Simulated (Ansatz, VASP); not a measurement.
# One calculation of Au, two programs

```xyz
6
Lattice="2.0419 -2.0419 0.0000 2.0419 0.0000 -2.0419 9.3224 9.3224 9.3224" Properties=species:S:1:pos:R:3 pbc="T T T"
Au    3.4031   -0.6808   -0.6808
Au    7.4870    7.4870    7.4870
Au    3.4031    1.3612    1.3612
Au    7.4870    3.4031    3.4031
Au    3.4031    3.4031    3.4031
Au    7.4870    5.4450    5.4450
```

Alike in both runs: task single point; functional PBEsol; k mesh 23 × 23 × 5; occupations gaussian, width 0.15 eV; no spin polarisation.

|  | VASP | Ansatz |
| --- | --- | --- |
| version | VASP 6.6.1 | Ansatz 0.2.0 |
| potentials or method | VASP PAW PBE potentials, release 64 (Au), cutoff 520 eV | scalar-relativistic, plane waves, PAW |
| valence electrons in the cell | 66 | 114 |

```csv
,VASP,Ansatz,Ansatz less VASP
gap on the k mesh at the Fermi level (eV),none,none,-
pressure (GPa),-3.2,-3.0,+0.22
"traceless stress, the component that is largest in VASP (GPa)",1.18,1.18,0.000
rms of the force components (eV/Å),0.067,0.069,+0.0027
```

VASP's potentials were made for PBE, not for PBEsol. Atom by atom the forces differ by 0.003 eV/Å (rms over components). A gap of «none» marks a metal or a gap that the smearing closes. The functional is the same, so the differences come from potentials, cutoffs and numerics. VASP's potentials hold 66 valence electrons a cell and Ansatz's 114, so a difference there can come from the potentials and not from the codes.

Spin-orbit coupling is off throughout.
